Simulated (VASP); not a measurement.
# C (Fd-3m) in VASP: a series of runs

The runs below take C through single point, with PBEsol, PBE.

Program: VASP 6.6.1. These are calculated values, not measurements. Logs are shortened: lines on timing, memory, paths and dates and some standing lists are left out, and cuts for length are marked.

### 1 The cell of the first run

The structure is cubic, space group Fd-3m (No. 227). The conventional cell has a = 3.567 Å, b = 3.567 Å, c = 3.567 Å, α = 90.00°, β = 90.00°, γ = 90.00°. C (site symmetry -43m) has 4 C at 1.54 Å within 2.1 Å.

### 2 Single point, PBEsol

Contents of INCAR:

```
  PREC = Accurate
  ENCUT = 520
  EDIFF = 1E-6
  ISMEAR = -1
  SIGMA = 0.08
  LREAL = F
  LASPH = T
  NELM = 80
  ALGO = Normal
  ISIF = 2
  LWAVE = F
  LCHARG = F
  GGA = PS
  NBANDS = 11
```

Contents of KPOINTS:

```
Automatic mesh
0
Gamma
  20 20 20
```

Contents of POSCAR:

```
C
1.0
    0.0000000000      1.7834000000      1.7834000000
    1.7834000000      0.0000000000      1.7834000000
    1.7834000000      1.7834000000      0.0000000000
C
2
Direct
    0.5000000000      0.5000000000      0.5000000000
    0.7500000000      0.7500000000      0.7500000000
```

Potentials or basis: VASP PAW PBE potentials, release 64 (C).

Launch:

```sh
$ cat potpaw_PBE.64/C/POTCAR > POTCAR
$ mpirun -np 1 vasp_std > vasp.out
```

OUTCAR:

```text
PREC = Accurate
   ENCUT = 520
   EDIFF = 1E-6
   ISMEAR = -1
   LREAL = F
   LASPH = T
   NELM = 80
   ISIF = 2
   GGA = PS

 ion  position               nearest neighbor table
   1  0.500  0.500  0.500-   2 1.54   2 1.54   2 1.54   2 1.54
   2  0.750  0.750  0.750-   1 1.54   1 1.54   1 1.54   1 1.54

  LATTYP: Found a face centered cubic cell.
 ALAT       =     3.5668000000

  Lattice vectors:

 A1 = (   0.0000000000,   1.7834000000,   1.7834000000)
 A2 = (   1.7834000000,   0.0000000000,   1.7834000000)
 A3 = (   1.7834000000,   1.7834000000,   0.0000000000)

Analysis of symmetry for initial positions (statically):
=====================================================================
 Subroutine PRICEL returns:
 Original cell was already a primitive cell.

 Routine SETGRP: Setting up the symmetry group for a
 face centered cubic supercell.

 Subroutine GETGRP returns: Found 48 space group operations
 (whereof 24 operations were pure point group operations)
 out of a pool of 48 trial point group operations.

The static configuration has the point symmetry T_d .
 The point group associated with its full space group is O_h .

Analysis of symmetry for dynamics (positions and initial velocities):
=====================================================================
 Subroutine PRICEL returns:
 Original cell was already a primitive cell.

 Routine SETGRP: Setting up the symmetry group for a
 face centered cubic supercell.

 Subroutine GETGRP returns: Found 48 space group operations
 (whereof 24 operations were pure point group operations)
 out of a pool of 48 trial point group operations.

The dynamic configuration has the point symmetry T_d .
 The point group associated with its full space group is O_h .

 Subroutine INISYM returns: Found 48 space group operations
 (whereof 24 operations are pure point group operations),
 and found     1 'primitive' translations

----------------------------------------------------------------------------------------

                                     Primitive cell

  volume of cell :      11.3443

  direct lattice vectors                    reciprocal lattice vectors
     0.000000000  1.783400000  1.783400000    -0.280363351  0.280363351  0.280363351
     1.783400000  0.000000000  1.783400000     0.280363351 -0.280363351  0.280363351
     1.783400000  1.783400000  0.000000000     0.280363351  0.280363351 -0.280363351

  length of vectors
     2.522108467  2.522108467  2.522108467     0.485603568  0.485603568  0.485603568
[... 88 lines left out ...]
   ISYM   =      2    0-nonsym 1-usesym 2-fastsym
   POTIM  = 0.5000    time-step for ionic-motion
   TEBEG  =    0.0;   TEEND  =   0.0 temperature during run
   PSTRESS=    0.0 pullay stress
   NELECT =       8.0000    total number of electrons
   NUPDOWN=      -1.0000    fix difference up-down
   EMIN   =  10.00;   EMAX   =-10.00  energy-range for DOS
   EFERMI =   0.00;   METHOD = LEGACY
   ISMEAR =    -1;   SIGMA  =   0.08  broadening in eV -4-tet -1-fermi 0-gaus
   EFERMI_NEDOS =   21; number of points for ismear=-14 and -15
   IALGO  =     38    algorithm
   IMIX   =      4    mixing-type and parameters
     AMIX     =   0.40;   BMIX     =  1.00
     AMIX_MAG =   1.60;   BMIX_MAG =  1.00
  volume/ion in A,a.u.               =       5.67        38.28
  Fermi-wavevector in a.u.,A,eV,Ry     =   1.457178  2.753668 28.890189  2.123369
  Thomas-Fermi vector in A             =   2.574010
   LORBIT       =      0    0 simple, 1 ext, 2 COOP (PROOUT), +10 PAW based schemes
   GGA     = PS    functional components
   LHFCALC =     F    Hartree Fock is set to
   AEXX    =    0.0000 exact exchange contribution
   IVDW    =     0    specifies the selected vdW correction
   LEPSILON=     F    determine dielectric tensor
   LRPA    =     F    only Hartree local field effects (RPA)
 non-spin polarized calculation
  energy-cutoff  :      520.00
  volume of cell :       11.34
 maximum number of plane-waves:       322
   NGX =  9   NGY =  9   NGZ =  9

 number of electron       7.9999999 magnetization

 Free energy of the ion-electron system (eV)
  ---------------------------------------------------
  ext. energy  EPLUGINS =         0.00000000
  ---------------------------------------------------
  free energy    TOTEN  =       -19.24884248 eV

  energy without entropy =      -19.24884248  energy(sigma->0) =      -19.24884248

 E-fermi :  11.2108     XC(G=0): -13.4327

 val. band max:        9.7088722945   @ k =   0.0000   0.0000   0.0000
 cond. band min:      13.7201849765   @ k =   0.3500   0.3500   0.0000
 fundamental gap:      4.0113126820
 Fermi energy:        11.2107928906

 k-point     1 :       0.0000    0.0000    0.0000
  band No.  band energies     occupation
      1     -11.8126      2.00000
      2       9.7089      2.00000
      3       9.7089      2.00000
      4       9.7089      2.00000
      5      15.2478      0.00000
      6      15.2478      0.00000
      7      15.2478      0.00000
      8      23.0764      0.00000
      9      28.6652      0.00000
     10      36.1754      0.00000
     11      36.1755      0.00000
[... 309 lines left out ...]
 k-point    24 :      -0.3500    0.0500    0.0000
  band No.  band energies     occupation
      1      -8.1152      2.00000
      2      -0.7098      2.00000
      3       6.6830      2.00000
      4       7.3511      2.00000
      5      17.9271      0.00000
      6      18.2274      0.00000
      7      18.5724      0.00000
      8      24.8663      0.00000
      9      30.5247      0.00000
     10      32.4023      0.00000
     11      33.9097      0.00000

 [... further k-points ...]

------------------------ aborting loop because EDIFF is reached ----------------------------------------

  FORCE on cell =-STRESS in cart. coord.  units (eV):
  Direction    XX          YY          ZZ          XY          YZ          ZX
  --------------------------------------------------------------------------------------
  -------------------------------------------------------------------------------------
  Total       -0.2676071     -0.2676071     -0.2676071      0.0000000      0.0000000      0.0000000
  in kB      -37.7947952    -37.7947952    -37.7947952      0.0000000      0.0000000      0.0000000
  external PRESSURE =     -37.7947952 kB  Pullay stress =       0.0000000 kB

 VOLUME and BASIS-vectors are now :
 -----------------------------------------------------------------------------
  energy-cutoff  :      520.00
  volume of cell :       11.34
      direct lattice vectors                 reciprocal lattice vectors
     0.000000000  1.783400000  1.783400000    -0.280363351  0.280363351  0.280363351
     1.783400000  0.000000000  1.783400000     0.280363351 -0.280363351  0.280363351
     1.783400000  1.783400000  0.000000000     0.280363351  0.280363351 -0.280363351

 POSITION                                       TOTAL-FORCE (eV/Angst)
 -----------------------------------------------------------------------------------
      1.78340      1.78340      1.78340        -0.000000     -0.000000      0.000000
      2.67510      2.67510      2.67510         0.000000      0.000000     -0.000000
 -----------------------------------------------------------------------------------
    total drift:                                0.000000     -0.000000      0.000000

  FREE ENERGIE OF THE ION-ELECTRON SYSTEM (eV)
  ---------------------------------------------------
  free  energy   TOTEN  =       -19.2488424843 eV

  energy  without entropy=      -19.2488424843  energy(sigma->0) =      -19.24884248
```

stdout:

```text
POSCAR found type information on POSCAR C
 POSCAR found :  1 types and       2 ions
 scaLAPACK will be used
 -----------------------------------------------------------------------------
|                                                                             |
|                                                                             |
|     You enforced a specific xc type in the INCAR file but a different       |
|     I HOPE YOU KNOW WHAT YOU ARE DOING!                                     |
|                                                                             |
 -----------------------------------------------------------------------------

 LDA part: xc-table for (Slater+PW92), standard interpolation
 POSCAR, INCAR and KPOINTS ok, starting setup
 FFT: planning ... GRIDC
 FFT: planning ... GRID_SOFT
 FFT: planning ... GRID
 WAVECAR not read
 entering main loop
```

Run time: 45 s. Hardware: 1 thread of Intel Xeon 8259CL, shared host; peak memory 0.14 GiB.

What came out:

```yaml
Free_energy: -19.2488 eV
Pressure: -3.8 GPa
Band_gap_on_the_k_mesh: 4.01 eV (least direct gap 5.54 eV)
```

Caveat: the cell stands under tension; the PAW data sets were made with another functional, which shifts forces and pressure a little.

### 3 Single point, PBE

Contents of INCAR:

```
PREC = Accurate
ENCUT = 520
EDIFF = 1E-7
ISMEAR = -1
SIGMA = 0.08
LREAL = False
LASPH = True
NELM = 100
ALGO = Normal
ISIF = 2
LWAVE = False
LCHARG = True
GGA = PE
LELF = True
LVHAR = True
NBANDS = 11
```

Contents of KPOINTS:

```
regular mesh
0
Gamma
  20 20 20
```

POSCAR is that of step 2.

Potentials or basis: VASP PAW PBE potentials, release 64 (C).

Launch:

```sh
$ cat potpaw_PBE.64/C/POTCAR > POTCAR
$ mpirun -np 1 vasp_std > vasp.out
```

It took 46 s on 1 thread of Intel Xeon 8259CL, shared host; peak memory 0.14 GiB.

The run converged. Its results:

```
Free energy            : -18.1853 eV
Pressure               : 2.4 GPa
Band gap on the k mesh : 4.13 eV (least direct gap 5.59 eV)
```

Levels at points of the mesh, in eV from the valence-band top:
| k point | band 1 | band 2 | band 3 | band 4 | band 5 | band 6 | band 7 | band 8 | band 9 |
| --- | --- | --- | --- | --- | --- | --- | --- | --- | --- |
| (0.00, 0.00, 0.00) | -21.48 | 0.00 | 0.00 | 0.00 | 5.59 | 5.59 | 5.59 | 13.33 | 19.29 |
| (0.50, 0.00, 0.00) | -15.70 | -13.37 | -2.80 | -2.80 | 8.46 | 8.46 | 8.85 | 15.70 | 21.90 |
| (0.50, 0.50, 0.00) | -12.76 | -12.76 | -6.30 | -6.30 | 4.76 | 4.76 | 16.81 | 16.81 | 23.24 |
